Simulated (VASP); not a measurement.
Here is a VASP 6.6.1 calculation.

Contents of INCAR:

```
SYSTEM = BaTiO3
PREC     = Accurate       ! precision mode
ENCUT    = 1340           ! plane-wave cutoff, eV
EDIFF    = 1E-6           ! SCF threshold, eV
ISMEAR   = 0              ! smearing method
SIGMA    = 0.05           ! smearing width, eV
LREAL    = .False.        ! projectors in reciprocal space
LASPH    = .True.         ! aspherical terms in the spheres
NELM     = 200            ! most SCF steps
ALGO     = Normal         ! electronic algorithm
ISIF     = 2              ! what is computed and relaxed
LWAVE    = .False.        ! write WAVECAR
LCHARG   = .False.        ! write CHGCAR
LMAXMIX  = 4              ! l up to which the mixer works
LDAU     = .True.         ! DFT+U
LDAUTYPE = 2            
LDAUL    = -1 2 -1        ! shell
LDAUU    = 0 4 0          ! U, eV
LDAUJ    = 0 0 0        
LDAUPRINT= 1            
GGA      = PE             ! functional
NBANDS   = 28             ! bands
GGA_COMPAT= .False.
```

File KPOINTS:

```
Automatic mesh
0
Gamma
  6 6 6
  0 0 0
```

The input POSCAR:

```
BaTiO3
1.0
    4.0082194557      0.0000000000      0.0000000000
    0.0000000000      2.7583502081      2.8859183815
    0.0000000000     -2.7583502081      2.8859183815
Ba Ti O
1 1 3
Direct
    0.0000000000      0.0080771855      0.0080771855
    0.5000000000      0.5197092867      0.5197092867
    0.0000000000      0.4916268346      0.4916268346
    0.5000000000      0.4938075389      0.9829991543
    0.5000000000      0.9829991543      0.4938075389
```

Potentials or basis: VASP PAW PBE potentials, release 64 (Ba_sv, Ti_sv, O_h).

Launch:

```sh
$ cat potpaw_PBE.64/Ba_sv/POTCAR potpaw_PBE.64/Ti_sv/POTCAR potpaw_PBE.64/O_h/POTCAR > POTCAR
$ mpirun -np 1 vasp_std > vasp.out
```

Q: What does it give for the largest force?

A: 1.131 eV/Å.

Q: Predict the pressure.

A: 11.2 GPa.

Stress tensor (GPa, compression positive):
```
 7.76  0.00  0.00
 0.00 18.27  0.00
 0.00  0.00  7.54
```

Caveat: the cell differs from its parent crystal (strain -0.0400 x Voigt [0, 1, 0, 0, 0, 0]); the stress differs along the axes, from 8 to 18 GPa; forces of over 1 eV/Å act on the atoms, so gaps and moduli don't describe the material at rest.
